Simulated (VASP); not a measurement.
## Ti: single point with PBEsol

Ti:

```xyz
1
Lattice="0.0000 1.8676 2.1112 1.8676 0.0000 2.1112 1.8676 1.8676 0.0000" Properties=species:S:1:pos:R:3 pbc="T T T"
Ti    0.0000    0.0000    0.0000
```

This cell differs from its parent crystal: strain -0.080 along x and y, +0.040 along z.

```json
{
  "Program": "VASP 6.6.1",
  "Task": "single point",
  "Functional": "PBEsol",
  "Potentials or basis": "VASP PAW PBE potentials, release 64 (Ti_sv)",
  "Cutoff": "520 eV",
  "k mesh": "20 × 20 × 20",
  "Occupations": "gaussian, width 0.15 eV",
  "Spin": "no spin polarisation"
}
```

```json
{
  "Pressure": "16.7 GPa",
  "Band gap on the k mesh": "zero (band 6 reaches 10.53 eV, above the bottom of band 7 at 9.17 eV)"
}
```

Stress tensor (GPa, compression positive):
```
17.54  0.00  0.00
 0.00 17.54  0.00
 0.00  0.00 14.91
```

Levels at points of the mesh, in eV from the Fermi level:
```tsv
k point	band 3	band 4	band 5	band 6	band 7	band 8	band 9	band 10
(0.00, 0.00, 0.00)	-31.86	-31.86	-6.37	0.25	1.51	1.51	2.19	3.71
(0.50, 0.00, 0.00)	-32.11	-31.91	-2.95	0.28	1.27	1.49	4.19	4.62
(0.50, 0.50, 0.00)	-32.12	-32.12	-3.13	-1.98	2.22	4.51	4.72	4.72
(0.50, 0.00, 0.50)	-32.49	-32.20	-3.18	-2.16	4.22	4.24	4.69	5.28
```

Wall time 48 s on 1 thread of Intel(R) Xeon(R) 6975P-C (Granite Rapids), on a shared host, peak memory 0.22 GiB.

Caveat: the cell differs from its parent crystal (strain -0.080 along x and y, +0.040 along z); the PAW data sets were made with another functional, which shifts forces and pressure a little.
